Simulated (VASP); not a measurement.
Set up this calculation in VASP 6.6.1, as the native input.

| Quantity | Value |
| --- | --- |
| Task | single point |
| Functional | PBE-based screened hybrid with 75 % exact exchange |
| Potentials or basis | VASP PAW PBE potentials, release 64 (Tl_d, Cl) |
| Cutoff | 400 eV |
| k mesh | 4 × 4 × 4 |
| Occupations | gaussian, width 0.01 eV |
| Spin | no spin polarisation |
| Dipole correction | no |
| Grid for exact exchange (PRECFOCK) | Normal |
| Share of exact exchange | 0.75 |
| Further INCAR settings | ALGO = Normal; EDIFF = 1e-06; NBANDS = 17 |
| Screening parameter | 0.2078 1/Å |

TlCl:

```
Tl Cl
1.0
     3.83883    0.00000    0.00000
     0.00000    3.83883    0.00000
     0.00000    0.00000    3.83883
Tl Cl
1 1
Direct
  0.00000 0.00000 0.00000
  0.50000 0.50000 0.50000
```

These files were run (other wordings do the same):

POSCAR

```
TlCl
1.0
    3.8388256296      0.0000000000      0.0000000000
    0.0000000000      3.8388256296      0.0000000000
    0.0000000000      0.0000000000      3.8388256296
Tl Cl
1 1
Direct
    0.0000000000      0.0000000000      0.0000000000
    0.5000000000      0.5000000000      0.5000000000
```

INCAR.step1

```
  PREC = Accurate
  ENCUT = 400
  EDIFF = 1E-5
  ISMEAR = 0
  SIGMA = 0.01
  LREAL = F
  LASPH = T
  NELM = 120
  ALGO = Normal
  ISIF = 2
  LWAVE = T
  LCHARG = F
  NBANDS = 17
  GGA = PE
  GGA_COMPAT = F
```

INCAR.step2

```
  PREC = Accurate
  ENCUT = 400
  EDIFF = 1E-6
  ISMEAR = 0
  SIGMA = 0.01
  LREAL = F
  LASPH = T
  NELM = 120
  ALGO = Normal
  ISIF = 2
  LWAVE = F
  LCHARG = F
  GGA = PE
  LHFCALC = T
  AEXX = 0.75
  HFSCREEN = 0.2078
  PRECFOCK = Normal
  NBANDS = 17
  ISTART = 1
  GGA_COMPAT = F
```

KPOINTS

```
Automatic mesh
0
Gamma
  4 4 4
```

Potentials or basis: VASP PAW PBE potentials, release 64 (Tl_d, Cl).

Launch:

```console
$ cat potpaw_PBE.64/Tl_d/POTCAR potpaw_PBE.64/Cl/POTCAR > POTCAR
$ cp INCAR.step1 INCAR
$ mpirun -np 1 vasp_std > vasp.out
$ cp INCAR.step2 INCAR
$ mpirun -np 1 vasp_std > vasp.out
```

Results of the run:

| Quantity | Value |
| --- | --- |
| Pressure | 0.2 GPa |
| Band gap on the k mesh | 4.48 eV |

Caveat: the PAW data sets were made with another functional, which shifts forces and pressure a little; spin-orbit coupling is left out, which moves the levels of the heavy elements.

It took 13 min on 1 thread of Intel Xeon 8259CL (shared host), peak memory 0.26 GiB.
